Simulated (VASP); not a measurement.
Wanted: the native input for a VASP 6.6.1 run.

* Task: single point
* Functional: PBE0
* Potentials or basis: VASP PAW PBE potentials, release 64 (Pb_d, Te)
* Cutoff: 520 eV
* k mesh: 4 × 4 × 4
* Occupations: fermi-dirac, width 0.05 eV
* Spin: no spin polarisation
* Dipole correction: no
* Grid for exact exchange (PRECFOCK): Normal
* Further INCAR settings: ALGO = Normal; EDIFF = 1e-06; NBANDS = 17

TePb (rock salt type):

```
Pb Te
1.0
     0.00000    3.28500    3.28500
     3.28500    0.00000    3.28500
     3.28500    3.28500    0.00000
Pb Te
1 1
Cartesian
  0.0346 0.0346 0.0346
  3.2850 3.2850 3.2850
```

These files were run (other wordings do the same):

POSCAR

```
TePb
1.0
    0.0000000000      3.2850000000      3.2850000000
    3.2850000000      0.0000000000      3.2850000000
    3.2850000000      3.2850000000      0.0000000000
Pb Te
1 1
Direct
    0.0052726052      0.0052726052      0.0052726052
    0.5000000000      0.5000000000      0.5000000000
```

INCAR.step1

```
  PREC = Accurate
  ENCUT = 520
  EDIFF = 1E-5
  ISMEAR = -1
  SIGMA = 0.05
  LREAL = False
  LASPH = True
  NELM = 60
  ALGO = Normal
  ISIF = 2
  LWAVE = True
  LCHARG = False
  NBANDS = 17
  GGA = PE
```

INCAR.step2

```
  PREC = Accurate
  ENCUT = 520
  EDIFF = 1E-6
  ISMEAR = -1
  SIGMA = 0.05
  LREAL = False
  LASPH = True
  NELM = 60
  ALGO = Normal
  ISIF = 2
  LWAVE = False
  LCHARG = False
  GGA = PE
  LHFCALC = True
  AEXX = 0.25
  PRECFOCK = Normal
  NBANDS = 17
  ISTART = 1
```

KPOINTS

```
Automatic mesh
0
Gamma
  4 4 4
```

Potentials or basis: VASP PAW PBE potentials, release 64 (Pb_d, Te).

Launch:

```bash
$ cat potpaw_PBE.64/Pb_d/POTCAR potpaw_PBE.64/Te/POTCAR > POTCAR
$ cp INCAR.step1 INCAR
$ mpirun -np 1 vasp_std > vasp.out
$ cp INCAR.step2 INCAR
$ mpirun -np 1 vasp_std > vasp.out
```

Results of the run:

```yaml
Pressure: -1.2 GPa
Largest_force: 0.045 eV/Å
Band_gap_on_the_k_mesh: 1.85 eV, direct
```

Caveat: the PAW data sets were made with another functional, which shifts forces and pressure a little; spin-orbit coupling is left out, which moves the levels of the heavy elements.

Wall time 22 min on 1 thread of Oxide Virtual Turin-like Processor, on a shared host, peak memory 0.2 GiB.
